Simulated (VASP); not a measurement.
A run of VASP 6.6.1 is set up as follows.

INCAR

```
PREC = Accurate
ENCUT = 520
EDIFF = 1E-8
ISMEAR = -1
SIGMA = 0.1
LREAL = False
LASPH = True
NELM = 80
ALGO = Normal
ISIF = 2
LWAVE = False
LCHARG = False
GGA = CA
IBRION = 8
NSW = 1
```

File KPOINTS:

```
Automatic mesh
0
Gamma
  10 10 10
```

The input POSCAR:

```
LuCd
1.0
    3.5560782691      0.0000000000      0.0000000000
    0.0000000000      3.5560782691      0.0000000000
    0.0000000000      0.0000000000      3.5560782691
Lu Cd
1 1
Direct
    0.5000000000      0.5000000000      0.5000000000
    0.0000000000      0.0000000000      0.0000000000
```

Potentials or basis: VASP PAW PBE potentials, release 64 (Lu, Cd).

Launch:

```sh
$ cat potpaw_PBE.64/Lu/POTCAR potpaw_PBE.64/Cd/POTCAR > POTCAR
$ mpirun -np 1 vasp_std > vasp.out
```

Q: Estimate the highest phonon frequency at Γ, LO-TO splitting left out.

A: 121 cm⁻¹.

Phonon frequencies in cm⁻¹ (negative: imaginary):
| q point | frequencies |
| --- | --- |
| (0.000, 0.000, 0.000) | 0 0 0 121 121 121 |
